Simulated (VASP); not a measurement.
# LiCl (Fm-3m) in VASP: single point with r2SCAN0

Aim: the single point of LiCl with r2SCAN0.

All numbers are computed with VASP 6.6.1; they aren't measurements. Logs are shortened: lines on timing, memory, paths and dates and some standing lists are left out, and cuts for length are marked.

## (1) The cell of the first run

Symmetry: Fm-3m, No. 225, cubic system. Conventional cell: a = 5.130 Å, b = 5.130 Å, c = 5.130 Å, α = 90.00°, β = 90.00°, γ = 90.00°. Cl (site symmetry m-3m) has 6 Li at 2.56 Å within 3.4 Å. Li (site symmetry m-3m) has 6 Cl at 2.56 Å within 3.4 Å.

## (2) Single point, r2SCAN0

POSCAR

```
LiCl
1.0
    0.0000000000      2.5647700000      2.5647700000
    2.5647700000      0.0000000000      2.5647700000
    2.5647700000      2.5647700000      0.0000000000
Cl Li
1 1
Direct
    0.5000000000      0.5000000000      0.5000000000
    0.0000000000      0.0000000000      0.0000000000
```

INCAR.step1

```
PREC = Accurate ; ENCUT = 520
EDIFF = 1E-5 ; ISMEAR = -1
SIGMA = 0.05 ; LREAL = False
LASPH = True ; NELM = 80
ALGO = Normal ; ISIF = 2
LWAVE = True ; GGA = PE
NBANDS = 12
```

INCAR.step2

```
PREC = Accurate ; ENCUT = 520
EDIFF = 1E-7 ; ISMEAR = -1
SIGMA = 0.05 ; LREAL = False
LASPH = True ; NELM = 80
ALGO = Normal ; ISIF = 2
LWAVE = False ; LCHARG = True
METAGGA = R2SCAN ; LHFCALC = True
AEXX = 0.25 ; LMIXTAU = True
PRECFOCK = Normal ; LELF = True
LVHAR = True ; ISTART = 1
NBANDS = 12
```

KPOINTS

```
Automatic mesh
0
Gamma
  5 5 5
```

Potentials or basis: VASP PAW PBE potentials, release 64 (Cl, Li_sv).

Run with:

```
> cat potpaw_PBE.64/Cl/POTCAR potpaw_PBE.64/Li_sv/POTCAR > POTCAR
> cp INCAR.step1 INCAR
> mpirun -np 1 vasp_std > vasp.out
> cp INCAR.step2 INCAR
> mpirun -np 1 vasp_std > vasp.out
```

OUTCAR:

```text
PREC = Accurate
   ENCUT = 520
   EDIFF = 1E-7
   ISMEAR = -1
   LREAL = False
   LASPH = True
   NELM = 80
   ISIF = 2
   METAGGA = R2SCAN
   LHFCALC = True
   AEXX = 0.25
   PRECFOCK = Normal
   ISTART = 1

 ion  position               nearest neighbor table
   1  0.500  0.500  0.500-   2 2.56   2 2.56   2 2.56   2 2.56   2 2.56   2 2.56
   2  0.000  0.000  0.000-   1 2.56   1 2.56   1 2.56   1 2.56   1 2.56   1 2.56

  LATTYP: Found a face centered cubic cell.
 ALAT       =     5.1295400000

  Lattice vectors:

 A1 = (   0.0000000000,   2.5647700000,   2.5647700000)
 A2 = (   2.5647700000,   0.0000000000,   2.5647700000)
 A3 = (   2.5647700000,   2.5647700000,   0.0000000000)

Analysis of symmetry for initial positions (statically):
=====================================================================
 Subroutine PRICEL returns:
 Original cell was already a primitive cell.

 Routine SETGRP: Setting up the symmetry group for a
 face centered cubic supercell.

 Subroutine GETGRP returns: Found 48 space group operations
 (whereof 48 operations were pure point group operations)
 out of a pool of 48 trial point group operations.

The static configuration has the point symmetry O_h .

Analysis of symmetry for dynamics (positions and initial velocities):
=====================================================================
 Subroutine PRICEL returns:
 Original cell was already a primitive cell.

 Routine SETGRP: Setting up the symmetry group for a
 face centered cubic supercell.

 Subroutine GETGRP returns: Found 48 space group operations
 (whereof 48 operations were pure point group operations)
 out of a pool of 48 trial point group operations.

The dynamic configuration has the point symmetry O_h .

 Subroutine INISYM returns: Found 48 space group operations
 (whereof 48 operations are pure point group operations),
 and found     1 'primitive' translations

----------------------------------------------------------------------------------------

                                     Primitive cell

  volume of cell :      33.7423

  direct lattice vectors                    reciprocal lattice vectors
[... 82 lines left out ...]
   PSTRESS=    0.0 pullay stress
   NELECT =      10.0000    total number of electrons
   NUPDOWN=      -1.0000    fix difference up-down
   EMIN   =  10.00;   EMAX   =-10.00  energy-range for DOS
   EFERMI =   0.00;   METHOD = LEGACY
   ISMEAR =    -1;   SIGMA  =   0.05  broadening in eV -4-tet -1-fermi 0-gaus
   EFERMI_NEDOS =   21; number of points for ismear=-14 and -15
   IALGO  =     38    algorithm
   IMIX   =      1    mixing-type and parameters
     AMIX     =   0.40;   BMIX     =  1.00
     AMIX_MAG =   1.60;   BMIX_MAG =  1.00
  volume/ion in A,a.u.               =      16.87       113.85
  Fermi-wavevector in a.u.,A,eV,Ry     =   1.091482  2.062601 16.209056  1.191332
  Thomas-Fermi vector in A             =   2.227728
   LORBIT       =      0    0 simple, 1 ext, 2 COOP (PROOUT), +10 PAW based schemes
   METAGGA = R2SCAN    functional components
   LHFCALC =     T    Hartree Fock is set to
   PRECFOCK=normal    Normal, Fast or Accurate (Low or Medium for compatibility)
   ENCUT4O =  -1.0   cutoff for four orbital integrals eV
   NKREDX  =     1    reduce k-point grid by
   NKREDY  =     1    reduce k-point grid by
   NKREDZ  =     1    reduce k-point grid by
   AEXX    =    0.2500 exact exchange contribution
   HFSCREEN=    0.0000 screening length (either q_TF or 0.3 A-1)
   HFSCREENC=   0.0000 screening length for correlation (either q_TF or 0.3 A-1)
   ENCUTFOCK=  -1.0 apply spherical cutoff to Coloumb kernel
   IVDW    =     0    specifies the selected vdW correction
   LEPSILON=     F    determine dielectric tensor
   LRPA    =     F    only Hartree local field effects (RPA)
 non-spin polarized calculation
  energy-cutoff  :      520.00
  volume of cell :       33.74
 maximum number of plane-waves:       922
  NGX = 24; NGY = 24; NGZ = 24

 number of electron      10.0000005 magnetization

 Free energy of the ion-electron system (eV)
  ---------------------------------------------------
  ext. energy  EPLUGINS =         0.00000000
  ---------------------------------------------------
  free energy    TOTEN  =       -12.84948606 eV

  energy without entropy =      -12.84948606  energy(sigma->0) =      -12.84948606

 E-fermi :   0.0791     XC(G=0):  -7.1798

 val. band max:       -1.0225437402   @ k =   0.0000   0.0000   0.0000
 cond. band min:       8.0150203880   @ k =   0.0000   0.0000   0.0000
 fundamental gap:      9.0375641282
 Fermi energy:         0.0790747976

 k-point     1 :       0.0000    0.0000    0.0000
  band No.  band energies     occupation
      1     -48.2841      2.00000
      2     -16.0853      2.00000
      3      -1.0226      2.00000
      4      -1.0226      2.00000
      5      -1.0225      2.00000
      6       8.0150      0.00000
      7      13.6531      0.00000
      8      13.6531      0.00000
      9      13.6531      0.00000
     10      16.5780      0.00000
     11      16.5780      0.00000
     12      16.8759      0.00000
[... 121 lines left out ...]
 k-point    10 :      -0.4000    0.4000    0.2000
  band No.  band energies     occupation
      1     -48.2804      2.00000
      2     -15.2545      2.00000
      3      -3.5707      2.00000
      4      -2.9089      2.00000
      5      -1.9712      2.00000
      6      11.0345      0.00000
      7      11.4108      0.00000
      8      11.5206      0.00000
      9      13.7593      0.00000
     10      17.0779      0.00000
     11      18.7313      0.00000
     12      21.1593      0.00000

------------------------ aborting loop because EDIFF is reached ----------------------------------------

  FORCE on cell =-STRESS in cart. coord.  units (eV):
  Direction    XX          YY          ZZ          XY          YZ          ZX
  --------------------------------------------------------------------------------------
  -------------------------------------------------------------------------------------
  Total       -0.2243901     -0.2243901     -0.2243901     -0.0000000      0.0000000     -0.0000000
  in kB      -10.6546435    -10.6546435    -10.6546435     -0.0000000      0.0000000     -0.0000000
  external PRESSURE =     -10.6546435 kB  Pullay stress =       0.0000000 kB

 VOLUME and BASIS-vectors are now :
 -----------------------------------------------------------------------------
  energy-cutoff  :      520.00
  volume of cell :       33.74
      direct lattice vectors                 reciprocal lattice vectors
     0.000000000  2.564770000  2.564770000    -0.194949255  0.194949255  0.194949255
     2.564770000  0.000000000  2.564770000     0.194949255 -0.194949255  0.194949255
     2.564770000  2.564770000  0.000000000     0.194949255  0.194949255 -0.194949255

 POSITION                                       TOTAL-FORCE (eV/Angst)
 -----------------------------------------------------------------------------------
      2.56477      2.56477      2.56477         0.000000      0.000000      0.000000
      0.00000      0.00000      0.00000        -0.000000     -0.000000     -0.000000
 -----------------------------------------------------------------------------------
    total drift:                                0.000000      0.000000      0.000000

  FREE ENERGIE OF THE ION-ELECTRON SYSTEM (eV)
  ---------------------------------------------------
  free  energy   TOTEN  =       -12.8494860585 eV

  energy  without entropy=      -12.8494860585  energy(sigma->0) =      -12.84948606
```

OUTCAR.step1:

```text
PREC = Accurate
   ENCUT = 520
   EDIFF = 1E-5
   ISMEAR = -1
   LREAL = False
[... 354 lines left out ...]
      2.56477      2.56477      2.56477         0.000000     -0.000000     -0.000000
      0.00000      0.00000      0.00000        -0.000000      0.000000      0.000000
 -----------------------------------------------------------------------------------
    total drift:                                0.000000      0.000000      0.000000

  FREE ENERGIE OF THE ION-ELECTRON SYSTEM (eV)
  ---------------------------------------------------
  free  energy   TOTEN  =        -7.3848108932 eV

  energy  without entropy=       -7.3848108932  energy(sigma->0) =       -7.38481089
```

It took 11 min on 1 thread of AMD EPYC 7R43 (Zen 3), shared host; peak memory 0.13 GiB.

Results:

| Quantity | Value |
| --- | --- |
| Free energy | -12.8495 eV |
| Band gap on the k mesh | 9.04 eV, direct |

Caveat: the k points lie up to 0.42 Å⁻¹ apart; the cutoff is under 1.25 times the usual one of these potentials, so pressure, stress and relaxed cells hold a basis-set (Pulay) error; the PAW data sets were made with another functional, which shifts forces and pressure a little. A k mesh can miss the band edges.
